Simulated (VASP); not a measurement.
# Li (a cell with a defect) in VASP: further runs

Li (a cell with a defect) is run at these levels: LDA; tasks: single point.

Everything below comes from runs of VASP 6.6.1. Logs are shortened: lines on timing, memory, paths and dates and some standing lists are left out, and cuts for length are marked.

## Step 1: The cell of the first run

The cell holds a defect, 17 atoms: a = 6.980 Å, b = 6.980 Å, c = 6.980 Å, α = 90.00°, β = 90.00°, γ = 90.00°.

## Step 2: Single point, LDA

INCAR reads:

```
ALGO     = Normal         # electronic algorithm
EDIFF    = 1E-6           # SCF threshold, eV
ENCUT    = 520            # plane-wave cutoff, eV
ISIF     = 2              # what is computed and relaxed
ISMEAR   = 0              # smearing method
LASPH    = True           # aspherical terms in the spheres
LCHARG   = False          # write CHGCAR
LREAL    = Auto         
LWAVE    = False          # write WAVECAR
NBANDS   = 40             # bands
NELM     = 100            # most SCF steps
PREC     = Accurate       # precision mode
SIGMA    = 0.15           # smearing width, eV
```

KPOINTS reads:

```
k-points
0
Gamma
  3 3 3
```

POSCAR reads:

```
Li
1.0
    6.9800000000      0.0000000000      0.0000000000
    0.0000000000      6.9800000000      0.0000000000
    0.0000000000      0.0000000000      6.9800000000
Li
17
Direct
    0.0493926845     -0.0560407442     -0.1091460487
    0.5218395256      0.0025681690     -0.0083156127
   -0.0028820756      0.5170021142      0.0157698861
    0.0207597733      0.0094565868      0.5010895810
    0.2698861791      0.2476609977      0.2324446560
    0.5374055661      0.4973544965      0.0270206732
    0.4808422954     -0.0069206807      0.5221348236
    0.6878124340      0.2995802972      0.3598836330
    0.0225293924      0.5084058023      0.4880667950
    0.2422523093      0.7871885700      0.2223687190
    0.2660297033      0.2731810514      0.7595090150
    0.4549970385      0.5508623876      0.4751123550
    0.7566426241      0.7712550061      0.2594574523
    0.7569967916      0.2676192539      0.7506142625
    0.2944788263      0.7047948503      0.7736343193
    0.7460267005      0.7311636299      0.7265891886
   -0.1060523686      0.1443050119      0.1284284018
```

Potentials or basis: VASP PAW LDA potentials, release 64 (Li_sv).

Launch:

```sh
cat potpaw_LDA.64/Li_sv/POTCAR > POTCAR
mpirun -np 1 vasp_std > vasp.out
```

OUTCAR:

```text
EDIFF = 1E-6
   ENCUT = 520
   ISIF = 2
   ISMEAR = 0
   LASPH = True
   LREAL = Auto
   NELM = 100
   PREC = Accurate

 ion  position               nearest neighbor table
   1  0.049  0.944  0.891-  17 2.43  15 2.53
   2  0.522  0.003  0.992-
   3  0.997  0.517  0.016-
   4  0.021  0.009  0.501-
   5  0.270  0.248  0.232-
   6  0.537  0.497  0.027-
   7  0.481  0.993  0.522-
   8  0.688  0.300  0.360-  17 2.42  12 2.52
   9  0.023  0.508  0.488-
  10  0.242  0.787  0.222-
  11  0.266  0.273  0.760-
  12  0.455  0.551  0.475-   8 2.52  15 2.60
  13  0.757  0.771  0.259-
  14  0.757  0.268  0.751-
  15  0.294  0.705  0.774-   1 2.53  12 2.60
  16  0.746  0.731  0.727-
  17  0.894  0.144  0.128-   8 2.42   1 2.43

  LATTYP: Found a simple cubic cell.
 ALAT       =     6.9800000000

  Lattice vectors:

 A1 = (   6.9800000000,   0.0000000000,   0.0000000000)
 A2 = (   0.0000000000,   6.9800000000,   0.0000000000)
 A3 = (   0.0000000000,   0.0000000000,   6.9800000000)

Analysis of symmetry for initial positions (statically):
=====================================================================
 Subroutine PRICEL returns:
 Original cell was already a primitive cell.

 Routine SETGRP: Setting up the symmetry group for a
 simple cubic supercell.

 Subroutine GETGRP returns: Found  1 space group operations
 (whereof  1 operations were pure point group operations)
 out of a pool of 48 trial point group operations.

The static configuration has the point symmetry C_1 .

Analysis of symmetry for dynamics (positions and initial velocities):
=====================================================================
 Subroutine PRICEL returns:
 Original cell was already a primitive cell.

 Routine SETGRP: Setting up the symmetry group for a
 simple cubic supercell.

 Subroutine GETGRP returns: Found  1 space group operations
 (whereof  1 operations were pure point group operations)
 out of a pool of 48 trial point group operations.

The dynamic configuration has the point symmetry C_1 .

 Subroutine INISYM returns: Found  1 space group operations
 (whereof  1 operations are pure point group operations),
 and found     1 'primitive' translations

----------------------------------------------------------------------------------------

[... 114 lines left out ...]
   NSW    =      0    number of steps for IOM
   IBRION =     -1    ionic relax: 0-MD 1-quasi-New 2-CG
   NFREE  =      0    steps in history (QN), initial steepest desc. (CG)
   ISIF   =      2    stress and relaxation
   ISYM   =      2    0-nonsym 1-usesym 2-fastsym
   POTIM  = 0.5000    time-step for ionic-motion
   TEBEG  =    0.0;   TEEND  =   0.0 temperature during run
   PSTRESS=    0.0 pullay stress
   NELECT =      51.0000    total number of electrons
   NUPDOWN=      -1.0000    fix difference up-down
   EMIN   =  10.00;   EMAX   =-10.00  energy-range for DOS
   EFERMI =   0.00;   METHOD = LEGACY
   ISMEAR =     0;   SIGMA  =   0.15  broadening in eV -4-tet -1-fermi 0-gaus
   EFERMI_NEDOS =   21; number of points for ismear=-14 and -15
   IALGO  =     38    algorithm
   IMIX   =      4    mixing-type and parameters
     AMIX     =   0.40;   BMIX     =  1.00
     AMIX_MAG =   1.60;   BMIX_MAG =  1.00
  volume/ion in A,a.u.               =      20.00       134.99
  Fermi-wavevector in a.u.,A,eV,Ry     =   0.869780  1.643646 10.293044  0.756517
  Thomas-Fermi vector in A             =   1.988651
   LORBIT       =      0    0 simple, 1 ext, 2 COOP (PROOUT), +10 PAW based schemes
   GGA     = CA    functional components
   LHFCALC =     F    Hartree Fock is set to
   AEXX    =    0.0000 exact exchange contribution
   IVDW    =     0    specifies the selected vdW correction
   LEPSILON=     F    determine dielectric tensor
   LRPA    =     F    only Hartree local field effects (RPA)
 non-spin polarized calculation
 Gauss-broadening in eV      SIGMA  =   0.15
  energy-cutoff  :      520.00
  volume of cell :      340.07
 maximum number of plane-waves:      9180
 NGX is ok and might be reduce to    54
   NGX = 25   NGY = 25   NGZ = 25

 number of electron      50.9999990 magnetization

 Free energy of the ion-electron system (eV)
  ---------------------------------------------------
  ext. energy  EPLUGINS =         0.00000000
  ---------------------------------------------------
  free energy    TOTEN  =       -34.16821511 eV

  energy without entropy =      -34.09260701  energy(sigma->0) =      -34.13041106

 E-fermi :   0.5782     XC(G=0):  -7.1726

 val. band max:        0.5712307336   @ k =   0.3333   0.3333   0.0000
 cond. band min:       0.6047729460   @ k =   0.0000   0.0000   0.0000
 fundamental gap:      0.0335422124
 Fermi energy:         0.5782450945

 k-point     1 :       0.0000    0.0000    0.0000
  band No.  band energies     occupation
      1     -45.1202      2.00000
      2     -45.0839      2.00000
      3     -45.0672      2.00000
      4     -45.0491      2.00000
      5     -45.0453      2.00000
      6     -45.0391      2.00000
[... 549 lines left out ...]
     36       3.6727      0.00000
     37       3.7780      0.00000
 [bands above 37 left out]

------------------------ aborting loop because EDIFF is reached ----------------------------------------

  FORCE on cell =-STRESS in cart. coord.  units (eV):
  Direction    XX          YY          ZZ          XY          YZ          ZX
  --------------------------------------------------------------------------------------
  -------------------------------------------------------------------------------------
  Total       -1.8026820     -1.7694612     -0.9265733     -0.3996727      0.5589561     -0.5467278
  in kB       -8.4930454     -8.3365306     -4.3654003     -1.8829936      2.6334313     -2.5758197
  external PRESSURE =      -7.0649921 kB  Pullay stress =       0.0000000 kB

 VOLUME and BASIS-vectors are now :
 -----------------------------------------------------------------------------
  energy-cutoff  :      520.00
  volume of cell :      340.07
      direct lattice vectors                 reciprocal lattice vectors
     6.980000000  0.000000000  0.000000000     0.143266476  0.000000000  0.000000000
     0.000000000  6.980000000  0.000000000     0.000000000  0.143266476  0.000000000
     0.000000000  0.000000000  6.980000000     0.000000000  0.000000000  0.143266476

 POSITION                                       TOTAL-FORCE (eV/Angst)
 -----------------------------------------------------------------------------------
      0.34476      6.58884      6.21816        -0.003477     -0.013236      0.003735
      3.64244      0.01793      6.92196         0.000816      0.004170      0.009099
      6.95988      3.60867      0.11007         0.006231     -0.004268      0.003634
      0.14490      0.06601      3.49761        -0.003878     -0.003352     -0.008812
      1.88381      1.72867      1.62246        -0.007642     -0.000288     -0.006799
      3.75109      3.47153      0.18860        -0.001929     -0.001528      0.000502
[... 9 lines left out ...]
      5.20727      5.10352      5.07159         0.002597     -0.001495     -0.000113
      6.23975      1.00725      0.89643        -0.003626      0.001599     -0.008838
 -----------------------------------------------------------------------------------
    total drift:                                0.005138     -0.001394      0.001420

  FREE ENERGIE OF THE ION-ELECTRON SYSTEM (eV)
  ---------------------------------------------------
  free  energy   TOTEN  =       -34.1682151110 eV

  energy  without entropy=      -34.0926070056  energy(sigma->0) =      -34.13041106
```

It took 7.8 min on 1 thread of Oxide Virtual Turin-like, shared host; peak memory 0.3 GiB.

Results:

```yaml
Free_energy: -34.1682 eV
Largest_force: 0.021 eV/Å
Band_gap_on_the_k_mesh: zero (an odd number of electrons rules out a gap without spin polarisation)
```

Forces in eV/Å, atoms in the order of the input:
```
Li  -0.003 -0.013  0.004
Li   0.001  0.004  0.009
Li   0.006 -0.004  0.004
Li  -0.004 -0.003 -0.009
Li  -0.008  0.000 -0.007
Li  -0.002 -0.002  0.001
Li   0.002  0.007 -0.006
Li  -0.017 -0.003  0.011
Li  -0.007  0.002  0.001
Li   0.005 -0.003 -0.001
Li  -0.005 -0.002  0.004
Li   0.005  0.005  0.007
Li   0.009  0.003 -0.010
Li   0.007  0.001  0.003
Li   0.012  0.009 -0.002
Li   0.003 -0.001  0.000
Li  -0.004  0.002 -0.009
```

Caveat: the cutoff is under 1.25 times the usual one of these potentials, so pressure, stress and relaxed cells hold a basis-set (Pulay) error.

## Step 3: Single point, LDA

INCAR reads:

```
SYSTEM = Li
PREC = Accurate ; ENCUT = 520
EDIFF = 1E-6 ; ISMEAR = 0
SIGMA = 0.15 ; LREAL = Auto
LASPH = .TRUE. ; NELM = 60
ALGO = Normal ; ISIF = 2
LWAVE = .FALSE. ; LCHARG = .TRUE.
LELF = .TRUE. ; LVHAR = .TRUE.
NBANDS = 40
```

KPOINTS reads:

```
Automatic mesh
0
G
  3 3 3
  0 0 0
```

POSCAR reads:

```
Li
1.0
    6.9800000000      0.0000000000      0.0000000000
    0.0000000000      6.9800000000      0.0000000000
    0.0000000000      0.0000000000      6.9800000000
Li
17
Direct
    0.0477719809     -0.1085904498     -0.0622111419
    0.5204466791     -0.0081637826      0.0089890061
    0.0189933305      0.4988472906      0.0032145377
   -0.0017904285      0.0169632012      0.5167384650
    0.2654535299      0.2350319867      0.2480402248
    0.4839015585      0.5204386679     -0.0034687704
    0.5358945949      0.0261711651      0.4917129869
    0.6933008656      0.3591219343      0.3031066307
    0.0225097605      0.4896717379      0.5161485591
    0.2577540236      0.7594886244      0.2716098757
    0.2479306301      0.2215603035      0.7856185451
    0.4553464526      0.4786804060      0.5457726711
    0.7609159894      0.7495725261      0.2677362715
    0.7523333385      0.2549208874      0.7694090912
    0.3004496313      0.7742635065      0.7075477080
    0.7431892178      0.7285881456      0.7310987480
   -0.1053711648      0.1264474992      0.1421940613
```

Potentials or basis: VASP PAW LDA potentials, release 64 (Li_sv).

Launch:

```sh
cat potpaw_LDA.64/Li_sv/POTCAR > POTCAR
mpirun -np 1 vasp_std > vasp.out
```

OUTCAR:

```text
SYSTEM = Li
   PREC = Accurate
   ENCUT = 520
   EDIFF = 1E-6
   ISMEAR = 0
   LREAL = Auto
   LASPH = .TRUE.
   NELM = 60
   ISIF = 2

 ion  position               nearest neighbor table
   1  0.048  0.891  0.938-  17 2.42  15 2.52
   2  0.520  0.992  0.009-
   3  0.019  0.499  0.003-
   4  0.998  0.017  0.517-
   5  0.265  0.235  0.248-
   6  0.484  0.520  0.997-
   7  0.536  0.026  0.492-
   8  0.693  0.359  0.303-  17 2.42  12 2.51
   9  0.023  0.490  0.516-
  10  0.258  0.759  0.272-
  11  0.248  0.222  0.786-
  12  0.455  0.479  0.546-   8 2.51  15 2.59
  13  0.761  0.750  0.268-
  14  0.752  0.255  0.769-
  15  0.300  0.774  0.708-   1 2.52  12 2.59
  16  0.743  0.729  0.731-
  17  0.895  0.126  0.142-   1 2.42   8 2.42

  LATTYP: Found a simple cubic cell.
 ALAT       =     6.9800000000

  Lattice vectors:

 A1 = (   6.9800000000,   0.0000000000,   0.0000000000)
 A2 = (   0.0000000000,   6.9800000000,   0.0000000000)
 A3 = (   0.0000000000,   0.0000000000,   6.9800000000)

Analysis of symmetry for initial positions (statically):
=====================================================================
 Subroutine PRICEL returns:
 Original cell was already a primitive cell.

 Routine SETGRP: Setting up the symmetry group for a
 simple cubic supercell.

 Subroutine GETGRP returns: Found  1 space group operations
 (whereof  1 operations were pure point group operations)
 out of a pool of 48 trial point group operations.

The static configuration has the point symmetry C_1 .

Analysis of symmetry for dynamics (positions and initial velocities):
=====================================================================
 Subroutine PRICEL returns:
 Original cell was already a primitive cell.

 Routine SETGRP: Setting up the symmetry group for a
 simple cubic supercell.

 Subroutine GETGRP returns: Found  1 space group operations
 (whereof  1 operations were pure point group operations)
[... 145 lines left out ...]
   LORBIT       =      0    0 simple, 1 ext, 2 COOP (PROOUT), +10 PAW based schemes
   GGA     = CA    functional components
   LHFCALC =     F    Hartree Fock is set to
   AEXX    =    0.0000 exact exchange contribution
   IVDW    =     0    specifies the selected vdW correction
   LEPSILON=     F    determine dielectric tensor
   LRPA    =     F    only Hartree local field effects (RPA)
 non-spin polarized calculation
 Gauss-broadening in eV      SIGMA  =   0.15
  energy-cutoff  :      520.00
  volume of cell :      340.07
 maximum number of plane-waves:      9180
 NGX is ok and might be reduce to    54
   NGX = 25   NGY = 25   NGZ = 25

 number of electron      50.9999992 magnetization

 Free energy of the ion-electron system (eV)
  ---------------------------------------------------
  ext. energy  EPLUGINS =         0.00000000
  ---------------------------------------------------
  free energy    TOTEN  =       -34.16869096 eV

  energy without entropy =      -34.09216042  energy(sigma->0) =      -34.13042569

 E-fermi :   0.5773     XC(G=0):  -7.1725

 val. band max:        0.5761505016   @ k =   0.3333   0.0000   0.3333
 cond. band min:       0.6004377031   @ k =   0.0000   0.0000   0.0000
 fundamental gap:      0.0242872015
 Fermi energy:         0.5772666881

 k-point     1 :       0.0000    0.0000    0.0000
  band No.  band energies     occupation
      1     -45.1164      2.00000
      2     -45.0827      2.00000
      3     -45.0650      2.00000
      4     -45.0519      2.00000
      5     -45.0431      2.00000
      6     -45.0412      2.00000
[... 549 lines left out ...]
     36       3.4973      0.00000
     37       3.9309      0.00000
 [bands above 37 left out]

------------------------ aborting loop because EDIFF is reached ----------------------------------------

  FORCE on cell =-STRESS in cart. coord.  units (eV):
  Direction    XX          YY          ZZ          XY          YZ          ZX
  --------------------------------------------------------------------------------------
  -------------------------------------------------------------------------------------
  Total       -1.7348832     -0.9885980     -1.7884877     -0.5606212      0.5539043     -0.3942664
  in kB       -8.1736223     -4.6576201     -8.4261710     -2.6412762      2.6096306     -1.8575224
  external PRESSURE =      -7.0858044 kB  Pullay stress =       0.0000000 kB

 VOLUME and BASIS-vectors are now :
 -----------------------------------------------------------------------------
  energy-cutoff  :      520.00
  volume of cell :      340.07
      direct lattice vectors                 reciprocal lattice vectors
     6.980000000  0.000000000  0.000000000     0.143266476  0.000000000  0.000000000
     0.000000000  6.980000000  0.000000000     0.000000000  0.143266476  0.000000000
     0.000000000  0.000000000  6.980000000     0.000000000  0.000000000  0.143266476

 POSITION                                       TOTAL-FORCE (eV/Angst)
 -----------------------------------------------------------------------------------
      0.33345      6.22204      6.54577         0.001110     -0.006808     -0.005465
      3.63272      6.92302      0.06274        -0.001488      0.002565      0.003041
      0.13257      3.48195      0.02244        -0.002924      0.004876      0.000264
      6.96750      0.11840      3.60683         0.004699     -0.001568      0.005827
      1.85287      1.64052      1.73132         0.010200      0.009093      0.001980
      3.37763      3.63266      6.95579        -0.003622     -0.004680      0.002548
[... 9 lines left out ...]
      5.18746      5.08555      5.10307        -0.000249      0.003547     -0.002225
      6.24451      0.88260      0.99251        -0.013401     -0.004774     -0.003309
 -----------------------------------------------------------------------------------
    total drift:                               -0.014147      0.011305      0.005090

  FREE ENERGIE OF THE ION-ELECTRON SYSTEM (eV)
  ---------------------------------------------------
  free  energy   TOTEN  =       -34.1686909597 eV

  energy  without entropy=      -34.0921604215  energy(sigma->0) =      -34.13042569
```

OSZICAR:

```text
N       E                     dE             d eps       ncg     rms          rms(c)
DAV:   1     0.297241029791E+03    0.29724E+03   -0.22632E+04  1136   0.125E+03
DAV:   2     0.467020788775E+02   -0.25054E+03   -0.23622E+03  1136   0.342E+02
DAV:   3    -0.181718277928E+02   -0.64874E+02   -0.62880E+02  2104   0.828E+01
DAV:   4    -0.317185917984E+02   -0.13547E+02   -0.13382E+02  1912   0.644E+01
DAV:   5    -0.342348260335E+02   -0.25162E+01   -0.25155E+01  2120   0.179E+01    0.147E+00
DAV:   6    -0.341848052174E+02    0.50021E-01   -0.51983E-01  1672   0.400E+00    0.754E-01
DAV:   7    -0.341667494922E+02    0.18056E-01   -0.11511E-01  1904   0.122E+00    0.175E-01
DAV:   8    -0.341685160391E+02   -0.17665E-02   -0.26020E-02  1792   0.642E-01    0.141E-01
DAV:   9    -0.341686625559E+02   -0.14652E-03   -0.24044E-03  1800   0.196E-01    0.863E-02
DAV:  10    -0.341686852052E+02   -0.22649E-04   -0.27506E-04  1808   0.109E-01    0.138E-02
DAV:  11    -0.341686911190E+02   -0.59137E-05   -0.13405E-04  1800   0.568E-02    0.966E-03
DAV:  12    -0.341686916011E+02   -0.48220E-06   -0.11414E-05  1760   0.161E-02    0.817E-03
DAV:  13    -0.341686909597E+02    0.64149E-06   -0.93249E-07   968   0.883E-03
   1 F= -.34168691E+02 E0= -.34130426E+02  d E =-.765305E-01
```

stdout:

```text
POSCAR found type information on POSCAR Li
 POSCAR found :  1 types and      17 ions
 scaLAPACK will be used
 LDA part: xc-table for (Slater(with rela. corr.)+CA(PZ))
 , standard interpolation
 POSCAR, INCAR and KPOINTS ok, starting setup
 FFT: planning ... GRIDC
 FFT: planning ... GRID_SOFT
 FFT: planning ... GRID
 WAVECAR not read
 entering main loop
```

It took 7 min on 1 thread of Oxide Virtual Turin-like, shared host; peak memory 0.3 GiB.

What came out:

```
Free energy            : -34.1687 eV
Largest force          : 0.016 eV/Å
Band gap on the k mesh : zero (an odd number of electrons rules out a gap without spin polarisation)
```

Forces on the atoms (eV/Å):
```
Li   0.001 -0.007 -0.005
Li  -0.001  0.003  0.003
Li  -0.003  0.005  0.000
Li   0.005 -0.002  0.006
Li   0.010  0.009  0.002
Li  -0.004 -0.005  0.003
Li  -0.001 -0.007 -0.004
Li  -0.007 -0.009 -0.011
Li   0.001  0.005  0.002
Li   0.007 -0.002 -0.002
Li   0.004  0.005 -0.002
Li  -0.002 -0.001  0.005
Li  -0.004  0.001 -0.001
Li   0.011  0.005  0.006
Li  -0.004  0.001  0.003
Li   0.000  0.004 -0.002
Li  -0.013 -0.005 -0.003
```

Caveat: the cutoff is under 1.25 times the usual one of these potentials, so pressure, stress and relaxed cells hold a basis-set (Pulay) error.

(Part 1 of 2 ends here.)

The gap in the log of VASP goes by the Fermi energy; the results here count the filled bands.